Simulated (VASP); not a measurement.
# SiSe2 (Ibam) in VASP: further runs

Runs on SiSe2. Level: PBE. Tasks: relaxation of cell and atoms, relaxation of shape and atoms at fixed volume.

Program: VASP 6.6.1. These are calculated values, not measurements. Logs are shortened: lines on timing, memory, paths and dates and some standing lists are left out, and cuts for length are marked.

## Step 1: The cell of the first run

The structure is orthorhombic, space group Ibam (No. 72). Conventional cell: a = 6.701 Å, b = 11.193 Å, c = 5.933 Å, α = 90.00°, β = 90.00°, γ = 90.00°. Within 3.0 Å of Si (site symmetry 222) lie 4 Se at 2.30 Å and 2 Si at 2.97 Å. Within 3.0 Å of Se (site symmetry m) lie 2 Si at 2.30 Å.

## Step 2: Relaxation of cell and atoms, PBE

INCAR reads:

```
SYSTEM = SiSe2
PREC = Accurate
ENCUT = 500
EDIFF = 1E-7
ISMEAR = 0
SIGMA = 0.05
LREAL = .FALSE.
LASPH = .TRUE.
NELM = 120
ALGO = Normal
ISIF = 3
LWAVE = .FALSE.
LCHARG = .FALSE.
GGA = PE
IBRION = 2
NSW = 50
EDIFFG = -0.01
GGA_COMPAT = .FALSE.
NELMIN = 4
```

KPOINTS reads:

```
regular mesh
0
G
  6 6 6
  0 0 0
```

POSCAR reads:

```
SiSe2
1.0
   -3.3504059656      5.5963407408      2.9664658936
    3.3504059656     -5.5963407408      2.9664658936
    3.3504059656      5.5963407408     -2.9664658936
Si Se
2 4
Direct
    0.2500000000      0.2500000000      0.0000000000
    0.7500000000      0.7500000000      0.0000000000
    0.1101346453      0.8124913907      0.9226260360
    0.8898653547      0.1875086093      0.0773739640
    0.6101346453      0.6875086093      0.2976432546
    0.3898653547      0.3124913907      0.7023567454
```

Potentials or basis: VASP PAW PBE potentials, release 64 (Si, Se).

On the command line:

```bash
$ cat potpaw_PBE.64/Si/POTCAR potpaw_PBE.64/Se/POTCAR > POTCAR
$ mpirun -np 1 vasp_std > vasp.out
```

OUTCAR:

```text
SYSTEM = SiSe2
   PREC = Accurate
   ENCUT = 500
   EDIFF = 1E-7
   ISMEAR = 0
   LREAL = .FALSE.
   LASPH = .TRUE.
   NELM = 120
   ISIF = 3
   GGA = PE
   IBRION = 2
   NSW = 50
   EDIFFG = -0.01
   NELMIN = 4

 ion  position               nearest neighbor table
   1  0.250  0.250  0.000-   3 2.30   5 2.30   6 2.30   4 2.30   2 2.97   2 2.97
   2  0.750  0.750  0.000-   4 2.30   5 2.30   6 2.30   3 2.30   1 2.97   1 2.97
   3  0.110  0.812  0.923-   1 2.30   2 2.30
   4  0.890  0.188  0.077-   2 2.30   1 2.30
   5  0.610  0.688  0.298-   1 2.30   2 2.30
   6  0.390  0.312  0.702-   1 2.30   2 2.30

  LATTYP: Found a body centered orthorhombic cell.
 ALAT       =     5.9329317872
 B/A-ratio  =     1.1294267609
 C/A-ratio  =     1.8865346650

  Lattice vectors:

 A1 = (   3.3504059656,   5.5963407408,  -2.9664658936)
 A2 = (  -3.3504059656,   5.5963407408,   2.9664658936)
 A3 = (   3.3504059656,  -5.5963407408,   2.9664658936)

Analysis of symmetry for initial positions (statically):
=====================================================================
 Subroutine PRICEL returns:
 Original cell was already a primitive cell.

 Routine SETGRP: Setting up the symmetry group for a
 body centered orthorhombic supercell.

 Subroutine GETGRP returns: Found  8 space group operations
 (whereof  4 operations were pure point group operations)
 out of a pool of  8 trial point group operations.

The static configuration has the point symmetry C_2h.
 The point group associated with its full space group is D_2h.

Analysis of symmetry for dynamics (positions and initial velocities):
=====================================================================
 Subroutine PRICEL returns:
 Original cell was already a primitive cell.

 Routine SETGRP: Setting up the symmetry group for a
 body centered orthorhombic supercell.

 Subroutine GETGRP returns: Found  8 space group operations
 (whereof  4 operations were pure point group operations)
 out of a pool of  8 trial point group operations.

The dynamic configuration has the point symmetry C_2h.
 The point group associated with its full space group is D_2h.

 Subroutine INISYM returns: Found  8 space group operations
 (whereof  4 operations are pure point group operations),
 and found     1 'primitive' translations

----------------------------------------------------------------------------------------

                                     Primitive cell

  volume of cell :     222.4851

  direct lattice vectors                    reciprocal lattice vectors
    -3.350405966  5.596340741  2.966465894     0.000000000  0.089344095  0.168550733
     3.350405966 -5.596340741  2.966465894     0.149235646  0.000000000  0.168550733
     3.350405966  5.596340741 -2.966465894     0.149235646  0.089344095  0.000000000

  length of vectors
     7.165484612  7.165484612  7.165484612     0.190766131  0.225123583  0.173935751

  position of ions in fractional coordinates (direct lattice)
     0.250000000  0.250000000  0.000000000
     0.750000000  0.750000000  0.000000000
     0.110134645  0.812491391  0.922626036
     0.889865355  0.187508609  0.077373964
     0.610134645  0.687508609  0.297643255
     0.389865355  0.312491391  0.702356745

  ion indices of the primitive-cell ions
   primitive index   ion index
                 1           1
                 2           2
                 3           3
                 4           4
                 5           5
                 6           6

----------------------------------------------------------------------------------------

 KPOINTS: regular mesh

Automatic generation of k-mesh.
 Grid dimensions read from file:
 generate k-points for:    6    6    6

 Generating k-lattice:

  Cartesian coordinates                     Fractional coordinates (reciprocal lattice)
     0.000000000  0.014890683  0.028091789     0.166666667 -0.000000000  0.000000000
     0.024872608  0.000000000  0.028091789     0.000000000  0.166666667  0.000000000
     0.024872608  0.014890683  0.000000000     0.000000000 -0.000000000  0.166666667

  Length of vectors
     0.031794355  0.037520597  0.028989292

  Shift w.r.t. Gamma in fractional coordinates (k-lattice)
     0.000000000  0.000000000  0.000000000

 Subroutine IBZKPT returns following result:
 ===========================================

 Found     46 irreducible k-points:

 Following reciprocal coordinates:
            Coordinates               Weight
  0.000000  0.000000  0.000000      1.000000
  0.166667  0.000000 -0.000000      4.000000
  0.333333  0.000000 -0.000000      4.000000
  0.500000  0.000000 -0.000000      2.000000
  0.000000  0.166667  0.000000      4.000000
  0.166667  0.166667  0.000000      8.000000
[... 16 lines left out ...]
 -0.166667  0.166667  0.166667      2.000000
  0.166667  0.333333  0.166667      4.000000
 [... further k-points ...]
   k-points           NKPTS =     46   k-points in BZ     NKDIM =     46   number of bands    NBANDS=     20
   number of dos      NEDOS =    301   number of ions     NIONS =      6
   total plane-waves  NPLWV = 157464
   dimension x,y,z NGX =    54 NGY =   54 NGZ =   54
   dimension x,y,z NGXF=   108 NGYF=  108 NGZF=  108
   ions per type =               2   4
   NGX,Y,Z   is equivalent  to a cutoff of  12.53, 12.53, 12.53 a.u.
   NGXF,Y,Z  is equivalent  to a cutoff of  25.06, 25.06, 25.06 a.u.
 SYSTEM =  SiSe2
   PREC   = accura    normal or accurate (medium, high low for compatibility)
   ISTART =      0    job   : 0-new  1-cont  2-samecut
   ICHARG =      2    charge: 1-file 2-atom 10-const
   ISPIN  =      1    spin polarized calculation?
   LNONCOLLINEAR =      F non collinear calculations
   LSORBIT =      F    spin-orbit coupling
   LASPH  =      T    aspherical Exc in radial PAW
   ENCUT  =  500.0 eV  36.75 Ry    6.06 a.u.  13.06 13.06 13.06*2*pi/ulx,y,z
   NELM   =    120;   NELMIN=  4; NELMDL= -5     # of ELM steps
   EDIFF  = 0.1E-06   stopping-criterion for ELM
   LREAL  =      F    real-space projection
   EDIFFG = -.1E-01   stopping-criterion for IOM
   NSW    =     50    number of steps for IOM
   IBRION =      2    ionic relax: 0-MD 1-quasi-New 2-CG
   NFREE  =      1    steps in history (QN), initial steepest desc. (CG)
   ISIF   =      3    stress and relaxation
   ISYM   =      2    0-nonsym 1-usesym 2-fastsym
   POTIM  = 0.5000    time-step for ionic-motion
   TEBEG  =    0.0;   TEEND  =   0.0 temperature during run
   PSTRESS=    0.0 pullay stress
   NELECT =      32.0000    total number of electrons
   NUPDOWN=      -1.0000    fix difference up-down
   EMIN   =  10.00;   EMAX   =-10.00  energy-range for DOS
   EFERMI =   0.00;   METHOD = LEGACY
   ISMEAR =     0;   SIGMA  =   0.05  broadening in eV -4-tet -1-fermi 0-gaus
   EFERMI_NEDOS =   21; number of points for ismear=-14 and -15
   IALGO  =     38    algorithm
   IMIX   =      4    mixing-type and parameters
     AMIX     =   0.40;   BMIX     =  1.00
     AMIX_MAG =   1.60;   BMIX_MAG =  1.00
  volume/ion in A,a.u.               =      37.08       250.23
  Fermi-wavevector in a.u.,A,eV,Ry     =   0.857744  1.620902 10.010150  0.735725
  Thomas-Fermi vector in A             =   1.974844
   LORBIT       =      0    0 simple, 1 ext, 2 COOP (PROOUT), +10 PAW based schemes
   GGA     = PE    functional components
   LHFCALC =     F    Hartree Fock is set to
   AEXX    =    0.0000 exact exchange contribution
   IVDW    =     0    specifies the selected vdW correction
   LEPSILON=     F    determine dielectric tensor
   LRPA    =     F    only Hartree local field effects (RPA)
 conjugate gradient relaxation of ions
 non-spin polarized calculation
 Gauss-broadening in eV      SIGMA  =   0.05
  energy-cutoff  :      500.00
  volume of cell :      222.49
 maximum number of plane-waves:      5664
 NGX is ok and might be reduce to    54
   NGX = 27   NGY = 27   NGZ = 27

--------------------------------------- Ionic step        1  -------------------------------------------

 number of electron      31.9999999 magnetization

 Free energy of the ion-electron system (eV)
  ---------------------------------------------------
  ext. energy  EPLUGINS =         0.00000000
  ---------------------------------------------------
  free energy    TOTEN  =       -27.59821113 eV

  energy without entropy =      -27.59821113  energy(sigma->0) =      -27.59821113

------------------------ aborting loop because EDIFF is reached ----------------------------------------

  FORCE on cell =-STRESS in cart. coord.  units (eV):
  Direction    XX          YY          ZZ          XY          YZ          ZX
  --------------------------------------------------------------------------------------
  -------------------------------------------------------------------------------------
  Total        0.0584756      0.1025122      0.1141788     -0.0000000      0.0000000      0.0000000
  in kB        0.4210994      0.7382190      0.8222333     -0.0000000      0.0000000      0.0000000
  external PRESSURE =       0.6605172 kB  Pullay stress =       0.0000000 kB
[... 65 lines left out ...]
  energy  without entropy=      -27.5982020796  energy(sigma->0) =      -27.59820208

--------------------------------------- Ionic step        3  -------------------------------------------

 number of electron      31.9999999 magnetization

 Free energy of the ion-electron system (eV)
  ---------------------------------------------------
  ext. energy  EPLUGINS =         0.00000000
  ---------------------------------------------------
  free energy    TOTEN  =       -27.59829607 eV

  energy without entropy =      -27.59829607  energy(sigma->0) =      -27.59829607

 E-fermi :   0.1616     XC(G=0):  -6.8953

 val. band max:       -0.0514424949   @ k =  -0.3333   0.3333   0.3333
 cond. band min:       2.2105167914   @ k =  -0.3333  -0.3333   0.3333
 fundamental gap:      2.2619592863
 Fermi energy:         0.1615576715

 k-point     1 :       0.0000    0.0000    0.0000
  band No.  band energies     occupation
      1     -14.1041      2.00000
      2     -12.5129      2.00000
      3     -12.1739      2.00000
      4     -12.1271      2.00000
      5      -7.5253      2.00000
      6      -6.1625      2.00000
[... 12 lines left out ...]
     19       3.4476      0.00000
[... 513 lines left out ...]
      4     -12.1794      2.00000
      5      -6.5118      2.00000
      6      -6.5118      2.00000
[... 12 lines left out ...]
     19       3.8566      0.00000
     20       3.8566      0.00000

 [... further k-points ...]

------------------------ aborting loop because EDIFF is reached ----------------------------------------

  FORCE on cell =-STRESS in cart. coord.  units (eV):
  Direction    XX          YY          ZZ          XY          YZ          ZX
  --------------------------------------------------------------------------------------
  -------------------------------------------------------------------------------------
  Total       -0.0284109      0.0168045     -0.0000899     -0.0000000      0.0000000      0.0000000
  in kB       -0.2043793      0.1208864     -0.0006469     -0.0000000      0.0000000      0.0000000
  external PRESSURE =      -0.0280466 kB  Pullay stress =       0.0000000 kB
[... 21 lines left out ...]
  FREE ENERGIE OF THE ION-ELECTRON SYSTEM (eV)
  ---------------------------------------------------
  free  energy   TOTEN  =       -27.5982960706 eV

  energy  without entropy=      -27.5982960706  energy(sigma->0) =      -27.59829607

 reached required accuracy - stopping structural energy minimisation
```

Run time: 13 min. Hardware: 1 thread of Oxide Virtual Turin-like, shared host; peak memory 0.48 GiB.

Results:

```
Free energy                           : -27.5983 eV
Relaxed volume                        : 37.12 Å³/atom
Relaxed cell                          : a = 7.168 Å, b = 7.168 Å, c = 7.168 Å, α = 124.25°, β = 77.29°, γ = 131.08°
Space group after relaxing (to 0.1 Å) : Ibam (No. 72)
Energy gained by relaxing             : 0.0 meV/atom
Ionic steps                           : 3
Pressure after relaxing               : 0.0 GPa
Largest force after relaxing          : 0.005 eV/Å
Band gap on the k mesh                : 2.26 eV (least direct gap 2.36 eV)
```

Forces on the atoms (eV/Å):
```
Si   0.000  0.000  0.000
Si   0.000  0.000  0.000
Se   0.001  0.005  0.000
Se  -0.001 -0.005  0.000
Se  -0.001  0.005  0.000
Se   0.001 -0.005  0.000
```

Final structure:
```
CELL_PARAMETERS angstrom
-3.35116 5.59854 2.96776
3.35116 -5.59854 2.96776
3.35116 5.59854 -2.96776
ATOMIC_POSITIONS crystal
Si 0.25000 0.25000 0.00000
Si 0.75000 0.75000 0.00000
Se 0.11018 0.81244 0.92262
Se 0.88982 0.18756 0.07738
Se 0.61018 0.68756 0.29774
Se 0.38982 0.31244 0.70226
```

Levels at points of the mesh, in eV from the valence-band top:
```csv
k point,band 12,band 13,band 14,band 15,band 16,band 17,band 18,band 19,band 20
"(0.00, 0.00, 0.00)",-1.53,-1.50,-0.92,-0.82,-0.17,2.90,3.07,3.50,4.61
"(0.50, 0.00, 0.00)",-1.89,-0.94,-0.94,-0.57,-0.57,2.56,2.56,4.10,4.10
"(0.00, 0.50, 0.00)",-1.90,-0.73,-0.73,-0.64,-0.64,2.50,2.50,3.98,3.98
"(0.50, 0.50, 0.00)",-1.63,-1.61,-1.29,-1.00,0.00,2.90,3.79,4.04,4.22
"(0.50, 0.50, 0.50)",-1.68,-1.66,-1.60,-1.19,-0.06,2.31,3.72,4.06,4.27
```

A k mesh can miss the band edges. As with any semilocal functional, this PBE gap is likely too small.

## Step 3: Relaxation of shape and atoms at fixed volume, PBE (37.82 Å³/atom)

This run uses another cell than the first one, of 37.82 Å³/atom.

INCAR reads:

```
SYSTEM = SiSe2
ALGO = Normal ; EDIFF = 1E-7
EDIFFG = -0.01 ; ENCUT = 500
GGA = PE ; GGA_COMPAT = .FALSE.
IBRION = 2 ; ISIF = 4
ISMEAR = 0 ; LASPH = .TRUE.
LCHARG = .FALSE. ; LREAL = .FALSE.
LWAVE = .FALSE. ; NELM = 120
NELMIN = 4 ; NSW = 60
PREC = Accurate ; SIGMA = 0.05
```

KPOINTS reads:

```
k-points
0
G
  6 6 6
  0 0 0
```

Edit POSCAR of step 2 so:

```diff
@@ -2,5 +2,5 @@
 1.0
-   -3.3504059656      5.5963407408      2.9664658936
-    3.3504059656     -5.5963407408      2.9664658936
-    3.3504059656      5.5963407408     -2.9664658936
+   -3.3725947312      5.6334036801      2.9861119356
+    3.3725947312     -5.6334036801      2.9861119356
+    3.3725947312      5.6334036801     -2.9861119356
 Si Se
```

Potentials or basis: VASP PAW PBE potentials, release 64 (Si, Se).

On the command line:

```bash
$ cat potpaw_PBE.64/Si/POTCAR potpaw_PBE.64/Se/POTCAR > POTCAR
$ mpirun -np 1 vasp_std > vasp.out
```

It took 24 min on 1 thread of Oxide Virtual Turin-like, shared host; peak memory 0.48 GiB.

It converged, with:

| Item | Value |
| --- | --- |
| Free energy | -27.5980 eV |
| Energy gained by relaxing | 1.5 meV/atom |
| Ionic steps | 6 |
| Pressure after relaxing | 0.0 GPa |
| Largest force after relaxing | 0.005 eV/Å |
| Band gap on the k mesh | 2.28 eV (least direct gap 2.40 eV) |

Forces in eV/Å, atoms in the order of the input:
```
Si   0.000  0.000  0.000
Si   0.000  0.000  0.000
Se   0.001  0.005  0.000
Se  -0.001 -0.005  0.000
Se  -0.001  0.005  0.000
Se   0.001 -0.005  0.000
```

The path:
| step | energy change (eV) | largest force (eV/Å) | pressure (GPa) | volume (Å³) |
| --- | --- | --- | --- | --- |
| 1 | 0.0000 | 0.2356 | -0.72 | 226.93 |
| 2 | -0.0077 | 0.0627 | -0.25 | 226.93 |
| 3 | -0.0085 | 0.0116 | -0.06 | 226.93 |
| 4 | -0.0085 | 0.0162 | -0.05 | 226.93 |
| 5 | -0.0088 | 0.0086 | -0.03 | 226.93 |
| 6 | -0.0089 | 0.0051 | -0.02 | 226.93 |

Final structure:
```
Si Se
1.0
    -3.38001    5.65401    2.96870
     3.38001   -5.65401    2.96870
     3.38001    5.65401   -2.96870
Si Se
2 4
Direct
  0.25000 0.25000 0.00000
  0.75000 0.75000 0.00000
  0.10919 0.81426 0.92345
  0.89081 0.18574 0.07655
  0.60919 0.68574 0.29494
  0.39081 0.31426 0.70506
```

Levels at points of the mesh, in eV from the valence-band top:
| k point | band 14 | band 15 | band 16 | band 17 | band 18 | band 19 |
| --- | --- | --- | --- | --- | --- | --- |
| (0.00, 0.00, 0.00) | -0.93 | -0.84 | -0.16 | 2.91 | 3.06 | 3.53 |
| (0.50, 0.00, 0.00) | -0.93 | -0.57 | -0.57 | 2.56 | 2.56 | 4.10 |
| (0.00, 0.50, 0.00) | -0.73 | -0.64 | -0.64 | 2.51 | 2.51 | 3.99 |
| (0.50, 0.50, 0.00) | -1.30 | -1.01 | 0.00 | 2.90 | 3.78 | 4.04 |
| (0.50, 0.50, 0.50) | -1.58 | -1.19 | -0.05 | 2.34 | 3.74 | 4.04 |

A k mesh can miss the band edges.
